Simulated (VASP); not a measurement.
# CdS in VASP: a series of runs

CdS is run at these levels: r2SCAN; tasks: single point.

All numbers are computed with VASP 6.6.1; they aren't measurements. Logs are shortened: lines on timing, memory, paths and dates and some standing lists are left out, and cuts for length are marked.

## 1. The cell of the first run

It takes space group I-4m2 (No. 119, tetragonal). Conventional cell: a = 4.157 Å, b = 4.157 Å, c = 5.860 Å, α = 90.00°, β = 90.00°, γ = 90.00°. Within 3.4 Å of Cd (site symmetry -4m2) lie 4 S at 2.54 Å. S (site symmetry -4m2) has 4 Cd at 2.54 Å within 3.4 Å.

## 2. Single point, r2SCAN (uniaxial x strain -0.3%)

POSCAR reads:

```
CdS
1.0
    0.0000000000      2.9392148400      2.9392148400
    2.9301032740      0.0000000000      2.9392148400
    2.9301032740      2.9392148400      0.0000000000
Cd S
1 1
Direct
    0.0000000000      0.0000000000      0.0000000000
    0.2500000000      0.2500000000      0.2500000000
```

INCAR.step1 reads:

```
SYSTEM = CdS
ALGO = Normal
EDIFF = 1E-4
ENCUT = 520
GGA = PE
ISMEAR = 0
LASPH = .True.
LCHARG = .False.
LREAL = .False.
LWAVE = .True.
NBANDS = 16
NELM = 100
PREC = Accurate
SIGMA = 0.01
```

INCAR.step2 reads:

```
SYSTEM = CdS
ALGO = Normal
EDIFF = 1E-6
ENCUT = 520
ISIF = 2
ISMEAR = 0
ISTART = 1
LASPH = .True.
LCHARG = .False.
LMIXTAU = .True.
LREAL = .False.
LWAVE = .False.
METAGGA = R2SCAN
NBANDS = 16
NELM = 100
PREC = Accurate
SIGMA = 0.01
```

KPOINTS reads:

```
k-points
0
Gamma
  8 8 8
  0 0 0
```

Potentials or basis: VASP PAW PBE potentials, release 64 (Cd, S).

Run with:

```bash
$ cat potpaw_PBE.64/Cd/POTCAR potpaw_PBE.64/S/POTCAR > POTCAR
$ cp INCAR.step1 INCAR
$ mpirun -np 1 vasp_std > vasp.out
$ cp INCAR.step2 INCAR
$ mpirun -np 1 vasp_std > vasp.out
```

OUTCAR:

```text
SYSTEM = CdS
   EDIFF = 1E-6
   ENCUT = 520
   ISIF = 2
   ISMEAR = 0
   ISTART = 1
   LASPH = .True.
   LREAL = .False.
   METAGGA = R2SCAN
   NELM = 100
   PREC = Accurate

 ion  position               nearest neighbor table
   1  0.000  0.000  0.000-   2 2.54   2 2.54   2 2.54   2 2.54
   2  0.250  0.250  0.250-   1 2.54   1 2.54   1 2.54   1 2.54

  LATTYP: Found a body centered tetragonal cell.
 ALAT       =     4.1566774895
 C/A-ratio  =     1.4098295003

  Lattice vectors:

 A1 = (  -2.9301032740,   0.0000000000,  -2.9392148400)
 A2 = (  -2.9301032740,   0.0000000000,   2.9392148400)
 A3 = (   2.9301032740,   2.9392148400,   0.0000000000)

Analysis of symmetry for initial positions (statically):
=====================================================================
 Subroutine PRICEL returns:
 Original cell was already a primitive cell.

 Routine SETGRP: Setting up the symmetry group for a
 body centered tetragonal supercell.

 Subroutine GETGRP returns: Found  8 space group operations
 (whereof  8 operations were pure point group operations)
 out of a pool of 16 trial point group operations.

The static configuration has the point symmetry D_2d.

Analysis of symmetry for dynamics (positions and initial velocities):
=====================================================================
 Subroutine PRICEL returns:
 Original cell was already a primitive cell.

 Routine SETGRP: Setting up the symmetry group for a
 body centered tetragonal supercell.

 Subroutine GETGRP returns: Found  8 space group operations
 (whereof  8 operations were pure point group operations)
 out of a pool of 16 trial point group operations.

The dynamic configuration has the point symmetry D_2d.

 Subroutine INISYM returns: Found  8 space group operations
 (whereof  8 operations are pure point group operations),
 and found     1 'primitive' translations

----------------------------------------------------------------------------------------

                                     Primitive cell

  volume of cell :      50.6262

  direct lattice vectors                    reciprocal lattice vectors
     0.000000000  2.939214840  2.939214840    -0.170642450  0.170113458  0.170113458
     2.930103274  0.000000000  2.939214840     0.170642450 -0.170113458  0.170113458
     2.930103274  2.939214840  0.000000000     0.170642450  0.170113458 -0.170113458

  length of vectors
     4.156677489  4.150239640  4.150239640     0.294950882  0.294950882  0.294950882

  position of ions in fractional coordinates (direct lattice)
     0.000000000  0.000000000  0.000000000
     0.250000000  0.250000000  0.250000000

  ion indices of the primitive-cell ions
   primitive index   ion index
                 1           1
                 2           2

----------------------------------------------------------------------------------------

 KPOINTS: k-points

Automatic generation of k-mesh.
 Grid dimensions read from file:
 generate k-points for:    8    8    8

 Generating k-lattice:

  Cartesian coordinates                     Fractional coordinates (reciprocal lattice)
    -0.021330306  0.021264182  0.021264182     0.125000000 -0.000000000 -0.000000000
     0.021330306 -0.021264182  0.021264182     0.000000000  0.125000000  0.000000000
     0.021330306  0.021264182 -0.021264182     0.000000000  0.000000000  0.125000000

  Length of vectors
     0.036868860  0.036868860  0.036868860

  Shift w.r.t. Gamma in fractional coordinates (k-lattice)
     0.000000000  0.000000000  0.000000000

 Subroutine IBZKPT returns following result:
 ===========================================

 Found     59 irreducible k-points:

 Following reciprocal coordinates:
            Coordinates               Weight
  0.000000  0.000000  0.000000      1.000000
  0.125000  0.000000  0.000000      8.000000
  0.250000  0.000000  0.000000      8.000000
  0.375000  0.000000  0.000000      8.000000
  0.500000  0.000000  0.000000      4.000000
  0.125000  0.125000  0.000000      4.000000
[... 16 lines left out ...]
  0.250000  0.125000  0.125000      4.000000
  0.375000  0.125000  0.125000      8.000000
 [... further k-points ...]
   k-points           NKPTS =     59   k-points in BZ     NKDIM =     59   number of bands    NBANDS=     16
   number of dos      NEDOS =    301   number of ions     NIONS =      2
   total plane-waves  NPLWV =  32768
   dimension x,y,z NGX =    32 NGY =   32 NGZ =   32
   dimension x,y,z NGXF=    64 NGYF=   64 NGZF=   64
   ions per type =               1   1
   NGX,Y,Z   is equivalent  to a cutoff of  12.80, 12.82, 12.82 a.u.
   NGXF,Y,Z  is equivalent  to a cutoff of  25.60, 25.64, 25.64 a.u.
 SYSTEM =  CdS
   PREC   = accura    normal or accurate (medium, high low for compatibility)
   ISTART =      1    job   : 0-new  1-cont  2-samecut
   ICHARG =      0    charge: 1-file 2-atom 10-const
   ISPIN  =      1    spin polarized calculation?
   LNONCOLLINEAR =      F non collinear calculations
   LSORBIT =      F    spin-orbit coupling
   LASPH  =      T    aspherical Exc in radial PAW
   ENCUT  =  520.0 eV  38.22 Ry    6.18 a.u.   7.73  7.72  7.72*2*pi/ulx,y,z
   NELM   =    100;   NELMIN=  2; NELMDL=  0     # of ELM steps
   EDIFF  = 0.1E-05   stopping-criterion for ELM
   LREAL  =      F    real-space projection
   EDIFFG = 0.1E-04   stopping-criterion for IOM
   NSW    =      0    number of steps for IOM
   IBRION =     -1    ionic relax: 0-MD 1-quasi-New 2-CG
   NFREE  =      0    steps in history (QN), initial steepest desc. (CG)
   ISIF   =      2    stress and relaxation
   ISYM   =      2    0-nonsym 1-usesym 2-fastsym
   POTIM  = 0.5000    time-step for ionic-motion
   TEBEG  =    0.0;   TEEND  =   0.0 temperature during run
   PSTRESS=    0.0 pullay stress
   NELECT =      18.0000    total number of electrons
   NUPDOWN=      -1.0000    fix difference up-down
   EMIN   =  10.00;   EMAX   =-10.00  energy-range for DOS
   EFERMI =   0.00;   METHOD = LEGACY
   ISMEAR =     0;   SIGMA  =   0.01  broadening in eV -4-tet -1-fermi 0-gaus
   EFERMI_NEDOS =   21; number of points for ismear=-14 and -15
   IALGO  =     38    algorithm
   IMIX   =      4    mixing-type and parameters
     AMIX     =   0.40;   BMIX     =  1.00
     AMIX_MAG =   1.60;   BMIX_MAG =  1.00
  volume/ion in A,a.u.               =      25.31       170.82
  Fermi-wavevector in a.u.,A,eV,Ry     =   1.159775  2.191657 18.300903  1.345078
  Thomas-Fermi vector in A             =   2.296364
   LORBIT       =      0    0 simple, 1 ext, 2 COOP (PROOUT), +10 PAW based schemes
   METAGGA = R2SCAN    functional components
   LHFCALC =     F    Hartree Fock is set to
   AEXX    =    0.0000 exact exchange contribution
   IVDW    =     0    specifies the selected vdW correction
   LEPSILON=     F    determine dielectric tensor
   LRPA    =     F    only Hartree local field effects (RPA)
 non-spin polarized calculation
 Gauss-broadening in eV      SIGMA  =   0.01
  energy-cutoff  :      520.00
  volume of cell :       50.63
 maximum number of plane-waves:      1380
   NGX = 15   NGY = 15   NGZ = 15

 number of electron      18.0000005 magnetization

 Free energy of the ion-electron system (eV)
  ---------------------------------------------------
  ext. energy  EPLUGINS =         0.00000000
  ---------------------------------------------------
  free energy    TOTEN  =       -29.68554090 eV

  energy without entropy =      -29.68554090  energy(sigma->0) =      -29.68554090

 E-fermi :   0.9694     XC(G=0):  -9.6343

 val. band max:        0.8847045196   @ k =   0.0000   0.0000   0.0000
 cond. band min:       2.4241448948   @ k =   0.0000   0.0000   0.0000
 fundamental gap:      1.5394403752
 Fermi energy:         0.9694041189

 k-point     1 :       0.0000    0.0000    0.0000
  band No.  band energies     occupation
      1     -11.8717      2.00000
      2      -7.0185      2.00000
      3      -7.0185      2.00000
      4      -7.0166      2.00000
      5      -6.5334      2.00000
      6      -6.5324      2.00000
[... 8 lines left out ...]
     15      12.8375      0.00000
     16      12.8811      0.00000

 k-point     2 :       0.1250    0.0000    0.0000
  band No.  band energies     occupation
      1     -11.8118      2.00000
      2      -6.9961      2.00000
      3      -6.9949      2.00000
      4      -6.9606      2.00000
      5      -6.5341      2.00000
      6      -6.5334      2.00000
[... 8 lines left out ...]
     15      12.2444      0.00000
     16      13.3063      0.00000

 k-point     3 :       0.2500    0.0000    0.0000
  band No.  band energies     occupation
      1     -11.6666      2.00000
      2      -6.9473      2.00000
      3      -6.9458      2.00000
      4      -6.7615      2.00000
      5      -6.5284      2.00000
      6      -6.5284      2.00000
[... 8 lines left out ...]
     15      12.0024      0.00000
     16      12.5762      0.00000

 k-point     4 :       0.3750    0.0000    0.0000
  band No.  band energies     occupation
      1     -11.5213      2.00000
      2      -6.9088      2.00000
      3      -6.9070      2.00000
      4      -6.5101      2.00000
      5      -6.5091      2.00000
      6      -6.4095      2.00000
[... 8 lines left out ...]
     15      12.9112      0.00000
     16      12.9177      0.00000

 k-point     5 :       0.5000    0.0000    0.0000
  band No.  band energies     occupation
      1     -11.4616      2.00000
      2      -6.8967      2.00000
      3      -6.8946      2.00000
      4      -6.4976      2.00000
      5      -6.4962      2.00000
      6      -6.1648      2.00000
[... 8 lines left out ...]
     15      14.0056      0.00000
     16      14.0245      0.00000

 k-point     6 :       0.1250    0.1250    0.0000
  band No.  band energies     occupation
      1     -11.7921      2.00000
      2      -6.9745      2.00000
      3      -6.9726      2.00000
      4      -6.9706      2.00000
      5      -6.5482      2.00000
      6      -6.5205      2.00000
[... 8 lines left out ...]
     15      12.9791      0.00000
     16      13.9819      0.00000

 k-point     7 :       0.2500    0.1250    0.0000
  band No.  band energies     occupation
      1     -11.6757      2.00000
      2      -6.9425      2.00000
      3      -6.9212      2.00000
      4      -6.8263      2.00000
      5      -6.5504      2.00000
      6      -6.5086      2.00000
[... 8 lines left out ...]
     15      12.8506      0.00000
     16      14.0198      0.00000

 k-point     8 :       0.3750    0.1250    0.0000
  band No.  band energies     occupation
      1     -11.5312      2.00000
      2      -6.9036      2.00000
      3      -6.8766      2.00000
      4      -6.6042      2.00000
      5      -6.4949      2.00000
      6      -6.4480      2.00000
[... 8 lines left out ...]
     15      13.4124      0.00000
     16      13.4780      0.00000

 k-point     9 :       0.5000    0.1250    0.0000
  band No.  band energies     occupation
      1     -11.4438      2.00000
      2      -6.8829      2.00000
      3      -6.8618      2.00000
      4      -6.5352      2.00000
      5      -6.4939      2.00000
      6      -6.1545      2.00000
[... 8 lines left out ...]
     15      13.8038      0.00000
     16      14.0432      0.00000
[... 172 lines left out ...]
 k-point    19 :       0.5000    0.3750    0.0000
  band No.  band energies     occupation
      1     -11.3544      2.00000
      2      -6.7876      2.00000
      3      -6.7017      2.00000
      4      -6.6749      2.00000
      5      -6.4621      2.00000
      6      -6.1098      2.00000
[... 8 lines left out ...]
     15      14.1808      0.00000
     16      15.1441      0.00000

 k-point    20 :      -0.3750    0.3750    0.0000
  band No.  band energies     occupation
      1     -11.3469      2.00000
      2      -6.8114      2.00000
      3      -6.7270      2.00000
      4      -6.6193      2.00000
      5      -6.4895      2.00000
      6      -5.9763      2.00000
[... 8 lines left out ...]
     15      13.4518      0.00000
     16      15.7547      0.00000

 k-point    21 :       0.5000    0.5000    0.0000
  band No.  band energies     occupation
      1     -11.3352      2.00000
      2      -6.7829      2.00000
      3      -6.6733      2.00000
      4      -6.6696      2.00000
      5      -6.4489      2.00000
      6      -6.1005      2.00000
[... 8 lines left out ...]
     15      13.8358      0.00000
     16      14.9427      0.00000

 k-point    22 :       0.0000    0.1250    0.1250
  band No.  band energies     occupation
      1     -11.7918      2.00000
      2      -6.9745      2.00000
      3      -6.9745      2.00000
      4      -6.9689      2.00000
      5      -6.5472      2.00000
      6      -6.5210      2.00000
[... 8 lines left out ...]
     15      12.9491      0.00000
     16      13.9956      0.00000

 k-point    23 :       0.2500    0.1250    0.1250
  band No.  band energies     occupation
      1     -11.7238      2.00000
      2      -6.9705      2.00000
      3      -6.9456      2.00000
      4      -6.8685      2.00000
      5      -6.5468      2.00000
      6      -6.5181      2.00000
[... 8 lines left out ...]
     15      12.2727      0.00000
     16      14.3475      0.00000

 k-point    24 :       0.3750    0.1250    0.1250
  band No.  band energies     occupation
      1     -11.5791      2.00000
      2      -6.9179      2.00000
      3      -6.8998      2.00000
      4      -6.6373      2.00000
      5      -6.5444      2.00000
      6      -6.4813      2.00000
[... 8 lines left out ...]
     15      13.0100      0.00000
     16      13.7408      0.00000

 [... further k-points ...]
[... 5 lines left out ...]
  --------------------------------------------------------------------------------------
  -------------------------------------------------------------------------------------
  Total        0.1640982      0.1465251      0.1465251      0.0000000      0.0000000     -0.0000000
  in kB        5.1932435      4.6371071      4.6371071      0.0000000      0.0000000     -0.0000000
  external PRESSURE =       4.8224859 kB  Pullay stress =       0.0000000 kB

 VOLUME and BASIS-vectors are now :
 -----------------------------------------------------------------------------
  energy-cutoff  :      520.00
  volume of cell :       50.63
      direct lattice vectors                 reciprocal lattice vectors
     0.000000000  2.939214840  2.939214840    -0.170642450  0.170113458  0.170113458
     2.930103274  0.000000000  2.939214840     0.170642450 -0.170113458  0.170113458
     2.930103274  2.939214840  0.000000000     0.170642450  0.170113458 -0.170113458

 POSITION                                       TOTAL-FORCE (eV/Angst)
 -----------------------------------------------------------------------------------
      0.00000      0.00000      0.00000        -0.000000      0.000000      0.000000
      1.46505      1.46961      1.46961         0.000000     -0.000000     -0.000000
 -----------------------------------------------------------------------------------
    total drift:                               -0.000004     -0.000005     -0.000005

  FREE ENERGIE OF THE ION-ELECTRON SYSTEM (eV)
  ---------------------------------------------------
  free  energy   TOTEN  =       -29.6855409004 eV

  energy  without entropy=      -29.6855409004  energy(sigma->0) =      -29.68554090
```

Wall time 2.3 min (1 thread of Intel Xeon Platinum 8259CL at 2.50GHz (Skylake/Cascade Lake), shared host); peak memory 0.21 GiB.

Results:

| Quantity | Value |
| --- | --- |
| Free energy | -29.6855 eV |
| Pressure | 0.5 GPa |
| Band gap on the k mesh | 1.54 eV, direct |

Caveat: the cell differs from its parent crystal (uniaxial x strain -0.3%); the PAW data sets were made with another functional, which shifts forces and pressure a little.

## 3. Single point, r2SCAN (strain along [111] -1.1%)

POSCAR reads:

```
CdS
1.0
   -0.0221420851      2.9170727549      2.9170727549
    2.9170727549     -0.0221420851      2.9170727549
    2.9170727549      2.9170727549     -0.0221420851
Cd S
1 1
Direct
   -0.0008658327     -0.0008658327     -0.0008658327
    0.2508658327      0.2508658327      0.2508658327
```

INCAR.step1 reads:

```
PREC     = Accurate       # precision mode
ENCUT    = 520            # plane-wave cutoff, eV
ISMEAR   = 0              # smearing method
SIGMA    = 0.01           # smearing width, eV
LREAL    = False          # projectors in reciprocal space
LASPH    = True           # aspherical terms in the spheres
NELM     = 60             # most SCF steps
NBANDS   = 16             # bands
GGA      = PE             # functional
ALGO     = Normal         # electronic algorithm
EDIFF    = 1E-4           # SCF threshold, eV
LWAVE    = True           # write WAVECAR
LCHARG   = False          # write CHGCAR
```

INCAR.step2 reads:

```
PREC     = Accurate       # precision mode
ENCUT    = 520            # plane-wave cutoff, eV
EDIFF    = 1E-6           # SCF threshold, eV
ISMEAR   = 0              # smearing method
SIGMA    = 0.01           # smearing width, eV
LREAL    = False          # projectors in reciprocal space
LASPH    = True           # aspherical terms in the spheres
NELM     = 60             # most SCF steps
ALGO     = Normal         # electronic algorithm
ISIF     = 2              # what is computed and relaxed
LWAVE    = False          # write WAVECAR
LCHARG   = False          # write CHGCAR
METAGGA  = R2SCAN         # meta-GGA
LMIXTAU  = True         
NBANDS   = 16             # bands
ISTART   = 1
```

KPOINTS reads:

```
Automatic mesh
0
Gamma
  8 8 8
```

Potentials or basis: VASP PAW PBE potentials, release 64 (Cd, S).

Run with:

```bash
$ cat potpaw_PBE.64/Cd/POTCAR potpaw_PBE.64/S/POTCAR > POTCAR
$ cp INCAR.step1 INCAR
$ mpirun -np 1 vasp_std > vasp.out
$ cp INCAR.step2 INCAR
$ mpirun -np 1 vasp_std > vasp.out
```

It took 2.7 min on 1 thread of Intel Xeon Platinum 8259CL at 2.50GHz (Skylake/Cascade Lake), shared host; peak memory 0.21 GiB.

The run converged. Its results:

- Free energy: -29.6829 eV
- Pressure: 1.0 GPa
- Band gap on the k mesh: 1.53 eV, direct

Stress tensor (GPa, compression positive):
```
1.01 0.19 0.19
0.19 1.01 0.19
0.19 0.19 1.01
```

Levels at points of the mesh, in eV from the valence-band top:
| k point | band 6 | band 7 | band 8 | band 9 | band 10 | band 11 | band 12 | band 13 |
| --- | --- | --- | --- | --- | --- | --- | --- | --- |
| (0.00, 0.00, 0.00) | -7.46 | -0.04 | -0.04 | 0.00 | 1.53 | 7.00 | 7.00 | 7.15 |
| (0.50, 0.00, 0.00) | -7.09 | -4.43 | -0.80 | -0.74 | 3.45 | 7.47 | 7.48 | 7.82 |
| (0.50, 0.50, 0.00) | -7.01 | -3.95 | -1.94 | -1.88 | 3.83 | 4.72 | 9.71 | 11.44 |
| (0.50, 0.50, 0.50) | -7.07 | -4.39 | -0.80 | -0.80 | 3.36 | 7.38 | 7.38 | 7.87 |

Caveat: the cell differs from its parent crystal (strain along [111] -1.1%); the PAW data sets were made with another functional, which shifts forces and pressure a little.
